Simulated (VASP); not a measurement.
Here is a VASP 6.6.1 calculation.

Contents of INCAR:

```
SYSTEM = AgCl
PREC = Accurate ; ENCUT = 520
EDIFF = 1E-7 ; ISMEAR = 0
SIGMA = 0.03 ; LREAL = .FALSE.
LASPH = .TRUE. ; NELM = 80
ALGO = Normal ; ISIF = 2
LWAVE = .FALSE. ; LCHARG = .FALSE.
GGA = PS ; NBANDS = 26
```

KPOINTS

```
regular mesh
0
G
  10 10 10
  0 0 0
```

File POSCAR:

```
AgCl
1.0
    1.5902732475     -5.5565952358      0.0000000000
    1.5902732475      5.5565952358      0.0000000000
    0.0000000000      0.0000000000      3.9240373500
Ag Cl
2 2
Direct
    0.3965554000      0.6034446000      0.7500000000
    0.6034446000      0.3965554000      0.2500000000
    0.8654487300      0.1345512700      0.2500000000
    0.1345512700      0.8654487300      0.7500000000
```

Potentials or basis: VASP PAW PBE potentials, release 64 (Ag, Cl).

Launch:

```bash
$ cat potpaw_PBE.64/Ag/POTCAR potpaw_PBE.64/Cl/POTCAR > POTCAR
$ mpirun -np 1 vasp_std > vasp.out
```

**Question.** Predict the largest force.

**Answer.** 0.157 eV/Å.

**Question.** What does it give for the pressure?

**Answer.** 10.6 GPa.

**Question.** What does it give for the band gap on the k mesh?

**Answer.** 0.20 eV (least direct gap 2.22 eV).

Stress tensor (GPa, compression positive):
```
15.33  0.00  0.00
 0.00  3.85  0.00
 0.00  0.00 12.50
```

Caveat: the cell differs from its parent crystal (strain -0.1500 x Voigt [1, 0, 0, 0, 0, 0]); the cell stands under pressure; the PAW data sets were made with another functional, which shifts forces and pressure a little. A k mesh can miss the band edges.
